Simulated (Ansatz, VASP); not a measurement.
**Two plane-wave programs on AlN**

```
Al N
1.0
    -3.13024    0.00000    0.00000
    -1.56512   -2.71087    0.00000
    -0.78272   -0.45190   10.03596
Al N
4 4
Direct
  0.18253 0.18253 0.90461
  0.26588 0.26588 0.40461
  0.64089 0.64089 0.15461
  0.55754 0.55754 0.65461
  0.31743 0.31743 0.09539
  0.23408 0.23408 0.59539
  0.60909 0.60909 0.34539
  0.52574 0.52574 0.84539
```

Alike in both runs: task single point; functional PBE; k mesh 8 × 8 × 3; occupations gaussian, width 0.05 eV; no spin polarisation.

```csv
,VASP,Ansatz
version,VASP 6.6.1,Ansatz 0.2.0
potentials or method,"VASP PAW PBE potentials, release 64 (Al, N), cutoff 520 eV","scalar-relativistic, plane waves, PAW"
valence electrons in the cell,32,32
```

|  | VASP | Ansatz | Ansatz less VASP |
| --- | --- | --- | --- |
| gap on the k mesh at the Fermi level (eV) | 3.23 | 3.22 | -0.007 |
| least direct gap on the mesh (eV) | 3.23 | 3.22 | -0.007 |
| pressure (GPa) | -1.0 | -0.8 | +0.26 |
| traceless stress, the component that is largest in VASP (GPa) | 6.81 | 6.78 | -0.028 |
| rms of the force components (eV/Å) | 0.453 | 0.453 | -0.0003 |

Atom by atom the forces differ by 0.003 eV/Å (rms over components).
